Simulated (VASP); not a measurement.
# Mn3Sn (P6_3/mmc) in VASP: single point with PBE

Aim: the single point of Mn3Sn with PBE.

All numbers are computed with VASP 6.6.1; they aren't measurements. Logs are shortened: lines on timing, memory, paths and dates and some standing lists are left out, and cuts for length are marked.

### Step 1. The cell of the first run

The structure is hexagonal, space group P6_3/mmc (No. 194). Conventional cell: a = 5.594 Å, b = 5.594 Å, c = 4.489 Å, α = 90.00°, β = 90.00°, γ = 120.00°. Within 3.6 Å of Mn (site symmetry mm2) lie 8 Mn at 2.71 to 2.88 Å and 4 Sn at 2.79 to 2.80 Å. Within 3.7 Å of Sn (site symmetry -6m2) lie 12 Mn at 2.79 to 2.80 Å.

### Step 2. Single point, PBE, collinear spin, ferrimagnetic start

Contents of INCAR:

```
SYSTEM = Mn3Sn
PREC = Accurate
ENCUT = 520
EDIFF = 1E-6
ISMEAR = 0
SIGMA = 0.1
LREAL = .False.
LASPH = .True.
NELM = 150
ALGO = Normal
ISIF = 2
LWAVE = .False.
LCHARG = .False.
ISPIN = 2
MAGMOM = 3.47 3.47 3.47 3.47 3.47 3.47 -0.14 -0.14
LORBIT = 11
LMAXMIX = 4
GGA = PE
NBANDS = 67
```

Contents of KPOINTS:

```
regular mesh
0
Gamma
  6 6 4
  0 0 0
```

Contents of POSCAR:

```
Mn3Sn
1.0
    5.5941589950      0.0000000000      0.0000000000
   -2.7970794975      4.8446838025      0.0000000000
    0.0000000000      0.0000000000      4.4889886794
Mn Sn
6 2
Direct
    0.8385149623      0.6770299245      0.2500000000
    0.1614850377      0.8385149623      0.7500000000
    0.3229700755      0.1614850377      0.2500000000
    0.1614850377      0.3229700755      0.7500000000
    0.8385149623      0.1614850377      0.2500000000
    0.6770299245      0.8385149623      0.7500000000
    0.3333333333      0.6666666667      0.2500000000
    0.6666666667      0.3333333333      0.7500000000
```

Potentials or basis: VASP PAW PBE potentials, release 64 (Mn_pv, Sn_d).

Launch:

```
$ cat potpaw_PBE.64/Mn_pv/POTCAR potpaw_PBE.64/Sn_d/POTCAR > POTCAR
$ mpirun -np 1 vasp_std > vasp.out
```

OUTCAR:

```text
SYSTEM = Mn3Sn
   PREC = Accurate
   ENCUT = 520
   EDIFF = 1E-6
   ISMEAR = 0
   LREAL = .False.
   LASPH = .True.
   NELM = 150
   ISIF = 2
   ISPIN = 2
   LORBIT = 11
   GGA = PE

 ion  position               nearest neighbor table
   1  0.839  0.677  0.250-   3 2.71   5 2.71   2 2.74   2 2.74   6 2.74   6 2.74   8 2.79   8 2.79
                             7 2.80   7 2.80   5 2.88   3 2.88
   2  0.161  0.839  0.750-   6 2.71   4 2.71   1 2.74   1 2.74   3 2.74   3 2.74   7 2.79   7 2.79
                             8 2.80   8 2.80   6 2.88   4 2.88
   3  0.323  0.161  0.250-   5 2.71   1 2.71   2 2.74   2 2.74   4 2.74   4 2.74   8 2.79   8 2.79
                             7 2.80   7 2.80   5 2.88   1 2.88
   4  0.161  0.323  0.750-   2 2.71   6 2.71   5 2.74   5 2.74   3 2.74   3 2.74   7 2.79   7 2.79
                             8 2.80   8 2.80   2 2.88   6 2.88
   5  0.839  0.161  0.250-   3 2.71   1 2.71   4 2.74   4 2.74   6 2.74   6 2.74   8 2.79   8 2.79
                             7 2.80   7 2.80   3 2.88   1 2.88
   6  0.677  0.839  0.750-   2 2.71   4 2.71   5 2.74   5 2.74   1 2.74   1 2.74   7 2.79   7 2.79
                             8 2.80   8 2.80   2 2.88   4 2.88
   7  0.333  0.667  0.250-   2 2.79   6 2.79   2 2.79   6 2.79   4 2.79   4 2.79   1 2.80   3 2.80
                             5 2.80   5 2.80   1 2.80   3 2.80
   8  0.667  0.333  0.750-   3 2.79   5 2.79   3 2.79   5 2.79   1 2.79   1 2.79   4 2.80   6 2.80
                             2 2.80   2 2.80   4 2.80   6 2.80

  LATTYP: Found a hexagonal cell.
 ALAT       =     5.5941589950
 C/A-ratio  =     0.8024420978

  Lattice vectors:

 A1 = (   5.5941589950,   0.0000000000,   0.0000000000)
 A2 = (  -2.7970794975,   4.8446838025,   0.0000000000)
 A3 = (   0.0000000000,   0.0000000000,   4.4889886794)

Analysis of symmetry for initial positions (statically):
=====================================================================
 Subroutine PRICEL returns:
 Original cell was already a primitive cell.

 Routine SETGRP: Setting up the symmetry group for a
 hexagonal supercell.

 Subroutine GETGRP returns: Found 24 space group operations
 (whereof 12 operations were pure point group operations)
 out of a pool of 24 trial point group operations.

The static configuration has the point symmetry D_3d.
 The point group associated with its full space group is D_6h.

Analysis of symmetry for dynamics (positions and initial velocities):
=====================================================================
 Subroutine PRICEL returns:
 Original cell was already a primitive cell.

 Routine SETGRP: Setting up the symmetry group for a
 hexagonal supercell.

 Subroutine GETGRP returns: Found 24 space group operations
 (whereof 12 operations were pure point group operations)
 out of a pool of 24 trial point group operations.

The dynamic configuration has the point symmetry D_3d.
 The point group associated with its full space group is D_6h.

Analysis of structural, dynamic, and magnetic symmetry:
=====================================================================
 Subroutine PRICEL returns:
 Original cell was already a primitive cell.

 Routine SETGRP: Setting up the symmetry group for a
 hexagonal supercell.

 Subroutine GETGRP returns: Found 24 space group operations
 (whereof 12 operations were pure point group operations)
 out of a pool of 24 trial point group operations.

The overall configuration has the point symmetry D_3d.
 The point group associated with its full space group is D_6h.

 Subroutine INISYM returns: Found 24 space group operations
 (whereof 12 operations are pure point group operations),
 and found     1 'primitive' translations

----------------------------------------------------------------------------------------

                                     Primitive cell

  volume of cell :     121.6603

  direct lattice vectors                    reciprocal lattice vectors
     5.594158995  0.000000000  0.000000000     0.178757880  0.103205910  0.000000000
    -2.797079497  4.844683802  0.000000000     0.000000000  0.206411820  0.000000000
     0.000000000  0.000000000  4.488988679     0.000000000  0.000000000  0.222767325

  length of vectors
     5.594158995  5.594158995  4.488988679     0.206411820  0.206411820  0.222767325

  position of ions in fractional coordinates (direct lattice)
     0.838514962  0.677029924  0.250000000
     0.161485038  0.838514962  0.750000000
     0.322970076  0.161485038  0.250000000
[... 76 lines left out ...]
   ISTART =      0    job   : 0-new  1-cont  2-samecut
   ICHARG =      2    charge: 1-file 2-atom 10-const
   ISPIN  =      2    spin polarized calculation?
   LNONCOLLINEAR =      F non collinear calculations
   LSORBIT =      F    spin-orbit coupling
   LASPH  =      T    aspherical Exc in radial PAW
   ENCUT  =  520.0 eV  38.22 Ry    6.18 a.u.  10.40 10.40  8.35*2*pi/ulx,y,z
   NELM   =    150;   NELMIN=  2; NELMDL= -5     # of ELM steps
   EDIFF  = 0.1E-05   stopping-criterion for ELM
   LREAL  =      F    real-space projection
   EDIFFG = 0.1E-04   stopping-criterion for IOM
   NSW    =      0    number of steps for IOM
   IBRION =     -1    ionic relax: 0-MD 1-quasi-New 2-CG
   NFREE  =      0    steps in history (QN), initial steepest desc. (CG)
   ISIF   =      2    stress and relaxation
   ISYM   =      2    0-nonsym 1-usesym 2-fastsym
   POTIM  = 0.5000    time-step for ionic-motion
   TEBEG  =    0.0;   TEEND  =   0.0 temperature during run
   PSTRESS=    0.0 pullay stress
   NELECT =     106.0000    total number of electrons
   NUPDOWN=      -1.0000    fix difference up-down
   EMIN   =  10.00;   EMAX   =-10.00  energy-range for DOS
   EFERMI =   0.00;   METHOD = LEGACY
   ISMEAR =     0;   SIGMA  =   0.10  broadening in eV -4-tet -1-fermi 0-gaus
   EFERMI_NEDOS =   21; number of points for ismear=-14 and -15
   IALGO  =     38    algorithm
   IMIX   =      4    mixing-type and parameters
     AMIX     =   0.40;   BMIX     =  1.00
     AMIX_MAG =   1.60;   BMIX_MAG =  1.00
  volume/ion in A,a.u.               =      15.21       102.63
  Fermi-wavevector in a.u.,A,eV,Ry     =   1.563606  2.954786 33.264371  2.444862
  Thomas-Fermi vector in A             =   2.666352
   LORBIT       =     11    0 simple, 1 ext, 2 COOP (PROOUT), +10 PAW based schemes
   GGA     = PE    functional components
   LHFCALC =     F    Hartree Fock is set to
   AEXX    =    0.0000 exact exchange contribution
   IVDW    =     0    specifies the selected vdW correction
   LEPSILON=     F    determine dielectric tensor
   LRPA    =     F    only Hartree local field effects (RPA)
 spin polarized calculation
 Gauss-broadening in eV      SIGMA  =   0.10
  energy-cutoff  :      520.00
  volume of cell :      121.66
 maximum number of plane-waves:      3317
 NGX is ok and might be reduce to    42
   NGX = 21   NGY = 21   NGZ = 17

 number of electron     106.0000048 magnetization      18.3119725

 Free energy of the ion-electron system (eV)
  ---------------------------------------------------
  ext. energy  EPLUGINS =         0.00000000
  ---------------------------------------------------
  free energy    TOTEN  =       -60.20075547 eV

  energy without entropy =      -60.17048708  energy(sigma->0) =      -60.18562128

 E-fermi :   9.3558     XC(G=0): -12.3266

 val. band max:        9.3542037550   @ k =   0.5000   0.0000   0.5000
 cond. band min:       9.3654160279   @ k =   0.0000   0.0000   0.2500
 fundamental gap:      0.0112122729
 Fermi energy:         9.3558476458

 spin component 1

 k-point     1 :       0.0000    0.0000    0.0000
  band No.  band energies     occupation
      1     -39.9034      1.00000
      2     -39.8811      1.00000
      3     -39.8811      1.00000
      4     -39.8563      1.00000
      5     -39.8563      1.00000
      6     -39.8384      1.00000
[... 1417 lines left out ...]
     64       8.9767      1.00000
     65      11.6285      0.00000
 Fermi energy:         9.3558476458

 spin component 2

 k-point     1 :       0.0000    0.0000    0.0000
  band No.  band energies     occupation
      1     -36.6917      1.00000
      2     -36.6714      1.00000
      3     -36.6418      1.00000
      4     -36.6418      1.00000
      5     -36.6240      1.00000
      6     -36.6212      1.00000
[... 1417 lines left out ...]
     64      11.8799      0.00000
     65      13.3809      0.00000
 [bands above 65 left out]

------------------------ aborting loop because EDIFF is reached ----------------------------------------

  FORCE on cell =-STRESS in cart. coord.  units (eV):
  Direction    XX          YY          ZZ          XY          YZ          ZX
  --------------------------------------------------------------------------------------
  -------------------------------------------------------------------------------------
  Total       -0.1667139     -0.1667139     -0.0522710      0.0000000      0.0000000      0.0000000
  in kB       -2.1955010     -2.1955010     -0.6883710      0.0000000      0.0000000      0.0000000
  external PRESSURE =      -1.6931243 kB  Pullay stress =       0.0000000 kB

 VOLUME and BASIS-vectors are now :
 -----------------------------------------------------------------------------
  energy-cutoff  :      520.00
  volume of cell :      121.66
      direct lattice vectors                 reciprocal lattice vectors
     5.594158995  0.000000000  0.000000000     0.178757880  0.103205910  0.000000000
    -2.797079497  4.844683802  0.000000000     0.000000000  0.206411820  0.000000000
     0.000000000  0.000000000  4.488988679     0.000000000  0.000000000  0.222767325

 POSITION                                       TOTAL-FORCE (eV/Angst)
 -----------------------------------------------------------------------------------
      2.79708      3.28000      1.12225        -0.000000     -0.014363      0.000000
     -1.44202      4.06234      3.36674         0.012439     -0.007182      0.000000
      1.35506      0.78234      1.12225         0.012439      0.007182      0.000000
     -0.00000      1.56469      3.36674        -0.000000      0.014363     -0.000000
      4.23910      0.78234      1.12225        -0.012439      0.007182     -0.000000
      1.44202      4.06234      3.36674        -0.012439     -0.007182      0.000000
     -0.00000      3.22979      1.12225        -0.000000      0.000000      0.000000
      2.79708      1.61489      3.36674        -0.000000     -0.000000      0.000000
 -----------------------------------------------------------------------------------
    total drift:                                0.000000     -0.000000      0.000000

  FREE ENERGIE OF THE ION-ELECTRON SYSTEM (eV)
  ---------------------------------------------------
  free  energy   TOTEN  =       -60.2007554711 eV

  energy  without entropy=      -60.1704870845  energy(sigma->0) =      -60.18562128

 total charge

# of ion       s       p       d       tot
------------------------------------------
    1        0.305   6.241   5.077  11.623
    2        0.305   6.241   5.077  11.623
    3        0.305   6.241   5.077  11.623
    4        0.305   6.241   5.077  11.623
    5        0.305   6.241   5.077  11.623
    6        0.305   6.241   5.077  11.623
    7        1.087   1.352  10.060  12.498
    8        1.087   1.352  10.060  12.498
--------------------------------------------------
tot          4.003  40.150  50.584  94.737

 magnetization (x)

# of ion       s       p       d       tot
------------------------------------------
    1        0.004   0.015   3.007   3.026
    2        0.004   0.015   3.007   3.026
    3        0.004   0.015   3.007   3.026
    4        0.004   0.015   3.007   3.026
    5        0.004   0.015   3.007   3.026
    6        0.004   0.015   3.007   3.026
    7       -0.031  -0.173   0.016  -0.187
    8       -0.031  -0.173   0.016  -0.187
--------------------------------------------------
tot         -0.037  -0.256  18.075  17.782
```

Wall time 6.5 min (1 thread of AMD EPYC 7R43 (Zen 3), shared host); peak memory 0.4 GiB.

What came out:

```
Free energy                                           : -60.2008 eV
Pressure                                              : -0.2 GPa
Largest force                                         : 0.014 eV/Å
Net moment                                            : 18.31 μB per cell
Site moments                                          : Mn +3.03; Sn -0.19 μB
Valence electrons inside the program's atomic spheres : Mn 11.62; Sn 12.50
```

Forces in eV/Å, atoms in the order of the input:
```
Mn   0.000 -0.014  0.000
Mn   0.012 -0.007  0.000
Mn   0.012  0.007  0.000
Mn   0.000  0.014  0.000
Mn  -0.012  0.007  0.000
Mn  -0.012 -0.007  0.000
Sn   0.000  0.000  0.000
Sn   0.000  0.000  0.000
```

Caveat: spin-orbit coupling is left out, which moves the levels of the heavy elements.
